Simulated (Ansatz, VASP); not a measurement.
FeCo3 in VASP and in Ansatz

Contents of POSCAR:

```
FeCo3
1.0
    2.4660100000      0.0000000000      0.0000000000
    0.0000000000      2.4660100000      0.0000000000
    0.0000000000      0.0000000000      7.0634590000
Fe Co
1 3
Direct
    0.0000000000      0.0000000000      0.0000000000
    0.5000000000      0.5000000000      0.7454040000
    0.0000000000      0.0000000000      0.5000000000
    0.5000000000      0.5000000000      0.2545960000
```

The input INCAR.step1:

```
PREC     = Accurate       # precision mode
ENCUT    = 520            # plane-wave cutoff, eV
ISMEAR   = 0              # smearing method
SIGMA    = 0.1            # smearing width, eV
LREAL    = F              # projectors in reciprocal space
LASPH    = T              # aspherical terms in the spheres
NELM     = 150            # most SCF steps
ISPIN    = 2              # spin polarisation
MAGMOM   = 3.1 2.09 2.12 2.09 # initial moments
LMAXMIX  = 4              # l up to which the mixer works
NBANDS   = 30             # bands
GGA      = PE             # functional
ALGO     = Normal         # electronic algorithm
EDIFF    = 1E-4           # SCF threshold, eV
LWAVE    = T              # write WAVECAR
LCHARG   = F              # write CHGCAR
```

INCAR.step2

```
PREC     = Accurate       # precision mode
ENCUT    = 520            # plane-wave cutoff, eV
EDIFF    = 1E-7           # SCF threshold, eV
ISMEAR   = 0              # smearing method
SIGMA    = 0.1            # smearing width, eV
LREAL    = F              # projectors in reciprocal space
LASPH    = T              # aspherical terms in the spheres
NELM     = 150            # most SCF steps
ALGO     = Normal         # electronic algorithm
ISIF     = 2              # what is computed and relaxed
LWAVE    = F              # write WAVECAR
LCHARG   = F              # write CHGCAR
ISPIN    = 2              # spin polarisation
MAGMOM   = 3.1 2.09 2.12 2.09 # initial moments
LORBIT   = 11             # projections on sites
LMAXMIX  = 4              # l up to which the mixer works
METAGGA  = R2SCAN         # meta-GGA
LMIXTAU  = T            
NBANDS   = 30             # bands
ISTART   = 1
```

The input KPOINTS:

```
regular mesh
0
Gamma
  10 10 4
```

Input for Ansatz:

```yaml
crystal:
  lattice:
    - [2.46601, 0.0, 0.0]
    - [0.0, 2.46601, 0.0]
    - [0.0, 0.0, 7.063459]
  atoms:
    - { symbol: Fe, position: [0.0, 0.0, 0.0], spin: 3.1 }
    - { symbol: Co, position: [0.5, 0.5, 0.745404], spin: 2.09 }
    - { symbol: Co, position: [0.0, 0.0, 0.5], spin: 2.12 }
    - { symbol: Co, position: [0.5, 0.5, 0.254596], spin: 2.09 }
basis:
  ecutwfc: 500
kpoints:
  mp_grid: { grid: [10, 10, 4] }
hamiltonian:
  xc: r2scan
scf:
  occupations: { method: gaussian, width: 0.1 }
output:
  forces: true
  stress: true
  eigenvalues: true
  populations: true
magnetization:
  spin_polarized: true
```

Alike in both runs: task single point; functional r2SCAN; k mesh 10 × 10 × 4; occupations gaussian, width 0.1 eV; collinear spin.

|  | VASP | Ansatz |
| --- | --- | --- |
| version | VASP 6.6.1 | Ansatz 0.2.0 |
| potentials or method | VASP PAW PBE potentials, release 64 (Fe, Co), cutoff 520 eV | scalar-relativistic, plane waves, PAW |
| valence electrons in the cell | 35 | 67 |

|  | VASP | Ansatz | Ansatz less VASP |
| --- | --- | --- | --- |
| gap on the k mesh at the Fermi level (eV) | none | none | - |
| pressure (GPa) | 6.1 | 6.1 | +0.04 |
| traceless stress, the component that is largest in VASP (GPa) | 0.42 | 0.53 | +0.106 |
| rms of the force components (eV/Å) | 0.166 | 0.175 | +0.0092 |
| net moment per atom (μB) | 2.01 | 2.01 | +0.003 |
| size of the moment on the site where the two differ most (μB) | 1.81 | 1.88 | +0.076 |

VASP's potentials were made for PBE, not for r2SCAN. Site moments also hang on the region over which each program counts them. Atom by atom the forces differ by 0.009 eV/Å (rms over components). A gap of «none» marks a metal or a gap that the smearing closes. VASP's potentials hold 35 valence electrons a cell and Ansatz's 67, so a difference there can come from the potentials and not from the codes. Ansatz's warnings: stability check not made.
